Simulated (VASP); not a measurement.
# Ge in VASP: a series of runs

The runs below take Ge through single point, with LDA.

Program: VASP 6.6.1. These are calculated values, not measurements. Logs are shortened: lines on timing, memory, paths and dates and some standing lists are left out, and cuts for length are marked.

## 1. The cell of the first run

The typed cell holds 2 atoms: a = 3.975 Å, b = 3.975 Å, c = 3.975 Å, α = 60.00°, β = 60.00°, γ = 60.00°.

## 2. Single point, LDA (atoms displaced along several vibrational modes)

File INCAR:

```
  PREC = Accurate
  ENCUT = 520
  EDIFF = 1E-6
  ISMEAR = 0
  SIGMA = 0.15
  LREAL = False
  LASPH = True
  NELM = 80
  ALGO = Normal
  ISIF = 2
  LWAVE = False
  LCHARG = True
  GGA = CA
  LELF = True
  LVHAR = True
  NBANDS = 21
```

File KPOINTS:

```
Automatic mesh
0
Gamma
  14 14 14
```

File POSCAR:

```
Ge
1.0
    0.0000000000      2.8107124513      2.8107124513
    2.8107124513      0.0000000000      2.8107124513
    2.8107124513      2.8107124513      0.0000000000
Ge
2
Direct
    0.5029174098      0.4970825902      0.4912477707
    0.7470825902      0.7529174098      0.7587522293
```

Potentials or basis: VASP PAW LDA potentials, release 64 (Ge_d).

On the command line:

```bash
$ cat potpaw_LDA.64/Ge_d/POTCAR > POTCAR
$ mpirun -np 1 vasp_std > vasp.out
```

OUTCAR:

```text
PREC = Accurate
   ENCUT = 520
   EDIFF = 1E-6
   ISMEAR = 0
   LREAL = False
   LASPH = True
   NELM = 80
   ISIF = 2
   GGA = CA

 ion  position               nearest neighbor table
   1  0.503  0.497  0.491-   2 2.38   2 2.42   2 2.45   2 2.49
   2  0.747  0.753  0.759-   1 2.38   1 2.42   1 2.45   1 2.49

  LATTYP: Found a face centered cubic cell.
 ALAT       =     5.6214249026

  Lattice vectors:

 A1 = (   0.0000000000,   2.8107124513,   2.8107124513)
 A2 = (   2.8107124513,   0.0000000000,   2.8107124513)
 A3 = (   2.8107124513,   2.8107124513,   0.0000000000)

Analysis of symmetry for initial positions (statically):
=====================================================================
 Subroutine PRICEL returns:
 Original cell was already a primitive cell.

 Routine SETGRP: Setting up the symmetry group for a
 face centered cubic supercell.

 Subroutine GETGRP returns: Found  2 space group operations
 (whereof  1 operations were pure point group operations)
 out of a pool of 48 trial point group operations.

The static configuration has the point symmetry C_1 .
 The point group associated with its full space group is S_2 .

Analysis of symmetry for dynamics (positions and initial velocities):
=====================================================================
 Subroutine PRICEL returns:
 Original cell was already a primitive cell.

 Routine SETGRP: Setting up the symmetry group for a
 face centered cubic supercell.

 Subroutine GETGRP returns: Found  2 space group operations
 (whereof  1 operations were pure point group operations)
 out of a pool of 48 trial point group operations.

The dynamic configuration has the point symmetry C_1 .
 The point group associated with its full space group is S_2 .

 Subroutine INISYM returns: Found  2 space group operations
 (whereof  1 operations are pure point group operations),
 and found     1 'primitive' translations

----------------------------------------------------------------------------------------

                                     Primitive cell

  volume of cell :      44.4098

  direct lattice vectors                    reciprocal lattice vectors
     0.000000000  2.810712451  2.810712451    -0.177890840  0.177890840  0.177890840
     2.810712451  0.000000000  2.810712451     0.177890840 -0.177890840  0.177890840
     2.810712451  2.810712451  0.000000000     0.177890840  0.177890840 -0.177890840

  length of vectors
     3.974947669  3.974947669  3.974947669     0.308115974  0.308115974  0.308115974

  position of ions in fractional coordinates (direct lattice)
     0.502917410  0.497082590  0.491247771
     0.747082590  0.752917410  0.758752229

  ion indices of the primitive-cell ions
   primitive index   ion index
                 1           1
                 2           2

----------------------------------------------------------------------------------------

 KPOINTS: Automatic mesh

Automatic generation of k-mesh.
 Grid dimensions read from file:
 generate k-points for:   14   14   14

 Generating k-lattice:

  Cartesian coordinates                     Fractional coordinates (reciprocal lattice)
    -0.012706489  0.012706489  0.012706489     0.071428571  0.000000000  0.000000000
     0.012706489 -0.012706489  0.012706489     0.000000000  0.071428571  0.000000000
     0.012706489  0.012706489 -0.012706489     0.000000000  0.000000000  0.071428571

  Length of vectors
     0.022008284  0.022008284  0.022008284

  Shift w.r.t. Gamma in fractional coordinates (k-lattice)
     0.000000000  0.000000000  0.000000000

 Subroutine IBZKPT returns following result:
 ===========================================

 Found   1376 irreducible k-points:

 Following reciprocal coordinates:
            Coordinates               Weight
  0.000000  0.000000  0.000000      1.000000
  0.071429  0.000000  0.000000      2.000000
  0.000000  0.071429  0.000000      2.000000
  0.000000  0.000000  0.071429      2.000000
  0.071429  0.071429  0.071429      2.000000
  0.142857  0.000000  0.000000      2.000000
[... 16 lines left out ...]
  0.000000  0.428571  0.000000      2.000000
  0.000000  0.000000  0.428571      2.000000
 [... further k-points ...]
   k-points           NKPTS =   1376   k-points in BZ     NKDIM =   1376   number of bands    NBANDS=     21
   number of dos      NEDOS =    301   number of ions     NIONS =      2
   total plane-waves  NPLWV =  27000
   dimension x,y,z NGX =    30 NGY =   30 NGZ =   30
   dimension x,y,z NGXF=    60 NGYF=   60 NGZF=   60
   ions per type =               2
   NGX,Y,Z   is equivalent  to a cutoff of  12.55, 12.55, 12.55 a.u.
   NGXF,Y,Z  is equivalent  to a cutoff of  25.09, 25.09, 25.09 a.u.
 SYSTEM =  unknown system
   PREC   = accura    normal or accurate (medium, high low for compatibility)
   ISTART =      0    job   : 0-new  1-cont  2-samecut
   ICHARG =      2    charge: 1-file 2-atom 10-const
   ISPIN  =      1    spin polarized calculation?
   LNONCOLLINEAR =      F non collinear calculations
   LSORBIT =      F    spin-orbit coupling
   LASPH  =      T    aspherical Exc in radial PAW
   ENCUT  =  520.0 eV  38.22 Ry    6.18 a.u.   7.39  7.39  7.39*2*pi/ulx,y,z
   NELM   =     80;   NELMIN=  2; NELMDL= -5     # of ELM steps
   EDIFF  = 0.1E-05   stopping-criterion for ELM
   LREAL  =      F    real-space projection
   EDIFFG = 0.1E-04   stopping-criterion for IOM
   NSW    =      0    number of steps for IOM
   IBRION =     -1    ionic relax: 0-MD 1-quasi-New 2-CG
   NFREE  =      0    steps in history (QN), initial steepest desc. (CG)
   ISIF   =      2    stress and relaxation
   ISYM   =      2    0-nonsym 1-usesym 2-fastsym
   POTIM  = 0.5000    time-step for ionic-motion
   TEBEG  =    0.0;   TEEND  =   0.0 temperature during run
   PSTRESS=    0.0 pullay stress
   NELECT =      28.0000    total number of electrons
   NUPDOWN=      -1.0000    fix difference up-down
   EMIN   =  10.00;   EMAX   =-10.00  energy-range for DOS
   EFERMI =   0.00;   METHOD = LEGACY
   ISMEAR =     0;   SIGMA  =   0.15  broadening in eV -4-tet -1-fermi 0-gaus
   EFERMI_NEDOS =   21; number of points for ismear=-14 and -15
   IALGO  =     38    algorithm
   IMIX   =      4    mixing-type and parameters
     AMIX     =   0.40;   BMIX     =  1.00
     AMIX_MAG =   1.60;   BMIX_MAG =  1.00
  volume/ion in A,a.u.               =      22.20       149.85
  Fermi-wavevector in a.u.,A,eV,Ry     =   1.403787  2.652772 26.811869  1.970617
  Thomas-Fermi vector in A             =   2.526414
   LORBIT       =      0    0 simple, 1 ext, 2 COOP (PROOUT), +10 PAW based schemes
   GGA     = CA    functional components
   LHFCALC =     F    Hartree Fock is set to
   AEXX    =    0.0000 exact exchange contribution
   IVDW    =     0    specifies the selected vdW correction
   LEPSILON=     F    determine dielectric tensor
   LRPA    =     F    only Hartree local field effects (RPA)
 non-spin polarized calculation
 Gauss-broadening in eV      SIGMA  =   0.15
  energy-cutoff  :      520.00
  volume of cell :       44.41
 maximum number of plane-waves:      1243
 NGX is ok and might be reduce to    30
   NGX = 15   NGY = 15   NGZ = 15

 number of electron      27.9999995 magnetization

 Free energy of the ion-electron system (eV)
  ---------------------------------------------------
  ext. energy  EPLUGINS =         0.00000000
  ---------------------------------------------------
  free energy    TOTEN  =       -10.36160990 eV

  energy without entropy =      -10.36086159  energy(sigma->0) =      -10.36123574

 E-fermi :   5.0361     XC(G=0): -10.3806

 val. band max:        5.0279409064   @ k =   0.4286   0.0000   0.0000
 cond. band min:       5.0584372489   @ k =   0.3571   0.3571   0.3571
 fundamental gap:      0.0304963425
 Fermi energy:         5.0361212495

 k-point     1 :       0.0000    0.0000    0.0000
  band No.  band energies     occupation
      1     -20.0805      2.00000
      2     -20.0610      2.00000
      3     -20.0446      2.00000
      4     -20.0244      2.00000
      5     -20.0226      2.00000
      6     -19.8099      2.00000
[... 13 lines left out ...]
     20      14.5151      0.00000
     21      14.5244      0.00000

 k-point     2 :       0.0714    0.0000    0.0000
  band No.  band energies     occupation
      1     -20.0831      2.00000
      2     -20.0627      2.00000
      3     -20.0453      2.00000
      4     -20.0205      2.00000
      5     -20.0182      2.00000
      6     -19.8115      2.00000
[... 13 lines left out ...]
     20      13.9993      0.00000
     21      14.0264      0.00000

 k-point     3 :       0.0000    0.0714    0.0000
  band No.  band energies     occupation
      1     -20.0835      2.00000
      2     -20.0614      2.00000
      3     -20.0493      2.00000
      4     -20.0183      2.00000
      5     -20.0177      2.00000
      6     -19.8136      2.00000
[... 13 lines left out ...]
     20      13.9698      0.00000
     21      14.0144      0.00000

 k-point     4 :       0.0000    0.0000    0.0714
  band No.  band energies     occupation
      1     -20.0810      2.00000
      2     -20.0659      2.00000
      3     -20.0511      2.00000
      4     -20.0164      2.00000
      5     -20.0163      2.00000
      6     -19.8148      2.00000
[... 13 lines left out ...]
     20      13.9542      0.00000
     21      13.9870      0.00000

 k-point     5 :       0.0714    0.0714    0.0714
  band No.  band energies     occupation
      1     -20.0824      2.00000
      2     -20.0630      2.00000
      3     -20.0434      2.00000
      4     -20.0212      2.00000
      5     -20.0191      2.00000
      6     -19.8115      2.00000
[... 13 lines left out ...]
     20      14.0258      0.00000
     21      14.0398      0.00000
[... 382 lines left out ...]
     20      14.2761      0.00000
     21      14.4030      0.00000

 k-point    22 :       0.4286    0.0000    0.0000
  band No.  band energies     occupation
      1     -20.1040      2.00000
      2     -20.0739      2.00000
      3     -20.0343      2.00000
      4     -19.9852      2.00000
      5     -19.9791      2.00000
      6     -19.8404      2.00000
[... 13 lines left out ...]
     20      15.2244      0.00000
     21      15.4503      0.00000

 k-point    23 :       0.0000    0.4286    0.0000
  band No.  band energies     occupation
      1     -20.1080      2.00000
      2     -20.0711      2.00000
      3     -20.0573      2.00000
      4     -19.9791      2.00000
      5     -19.9761      2.00000
      6     -19.8415      2.00000
[... 13 lines left out ...]
     20      15.1443      0.00000
     21      15.3857      0.00000

 k-point    24 :       0.0000    0.0000    0.4286
  band No.  band energies     occupation
      1     -20.0994      2.00000
      2     -20.0820      2.00000
      3     -20.0776      2.00000
      4     -19.9734      2.00000
      5     -19.9713      2.00000
      6     -19.8457      2.00000
[... 13 lines left out ...]
     20      15.1130      0.00000
     21      15.2744      0.00000

 [... further k-points ...]

------------------------ aborting loop because EDIFF is reached ----------------------------------------

  FORCE on cell =-STRESS in cart. coord.  units (eV):
  Direction    XX          YY          ZZ          XY          YZ          ZX
  --------------------------------------------------------------------------------------
  -------------------------------------------------------------------------------------
  Total        0.1016398      0.1370915      0.1482018      0.0411297     -0.5844285     -0.2920801
  in kB        3.6668682      4.9458605      5.3466885      1.4838379    -21.0844727    -10.5373970
  external PRESSURE =       4.6531391 kB  Pullay stress =       0.0000000 kB

 VOLUME and BASIS-vectors are now :
 -----------------------------------------------------------------------------
  energy-cutoff  :      520.00
  volume of cell :       44.41
      direct lattice vectors                 reciprocal lattice vectors
     0.000000000  2.810712451  2.810712451    -0.177890840  0.177890840  0.177890840
     2.810712451  0.000000000  2.810712451     0.177890840 -0.177890840  0.177890840
     2.810712451  2.810712451  0.000000000     0.177890840  0.177890840 -0.177890840

 POSITION                                       TOTAL-FORCE (eV/Angst)
 -----------------------------------------------------------------------------------
      2.77791      2.79431      2.81071         0.739045      0.371388     -0.067790
      4.24887      4.23247      4.21607        -0.739045     -0.371388      0.067790
 -----------------------------------------------------------------------------------
    total drift:                               -0.000000      0.000000     -0.000000

  FREE ENERGIE OF THE ION-ELECTRON SYSTEM (eV)
  ---------------------------------------------------
  free  energy   TOTEN  =       -10.3616098962 eV

  energy  without entropy=      -10.3608615906  energy(sigma->0) =      -10.36123574
```

Wall time 17 min (1 thread of Intel Xeon Platinum 8259CL at 2.50GHz (Skylake/Cascade Lake), shared host); peak memory 0.98 GiB.

What came out:

```
Free energy            : -10.3616 eV
Pressure               : 0.5 GPa
Largest force          : 0.830 eV/Å
Band gap on the k mesh : zero (bands 14 and 15 overlap by 0.21 eV)
```

Forces on the atoms (eV/Å):
```
Ge   0.739  0.371 -0.068
Ge  -0.739 -0.371  0.068
```

Levels at points of the mesh, in eV from the Fermi level:
```tsv
k point	band 11	band 12	band 13	band 14	band 15	band 16	band 17	band 18
(0.00, 0.00, 0.00)	-13.08	-0.47	-0.11	-0.09	0.23	2.15	2.40	2.68
(0.50, 0.00, 0.00)	-10.99	-7.75	-1.79	-1.34	-0.05	3.27	3.89	6.82
(0.00, 0.50, 0.00)	-10.91	-7.94	-1.76	-1.33	0.05	3.32	3.94	6.88
(0.00, 0.00, 0.50)	-10.82	-8.14	-1.67	-1.39	0.15	3.48	3.88	6.94
(0.50, 0.50, 0.50)	-11.07	-7.57	-1.74	-1.44	-0.15	3.33	3.73	6.77
(0.50, 0.50, 0.00)	-9.15	-9.12	-3.27	-3.25	0.50	0.52	9.45	9.47
(0.00, 0.50, 0.50)	-9.36	-8.89	-3.36	-3.18	0.33	0.70	9.30	9.61
(0.50, 0.00, 0.50)	-9.25	-9.01	-3.31	-3.21	0.42	0.61	9.38	9.53
```

Caveat: the cell differs from its parent crystal (atoms displaced along several vibrational modes); semilocal functionals underestimate gaps, and a narrow one can read as zero.

(Part 1 of 2 ends here.)

The gap in the log of VASP goes by the Fermi energy; the results here count the filled bands.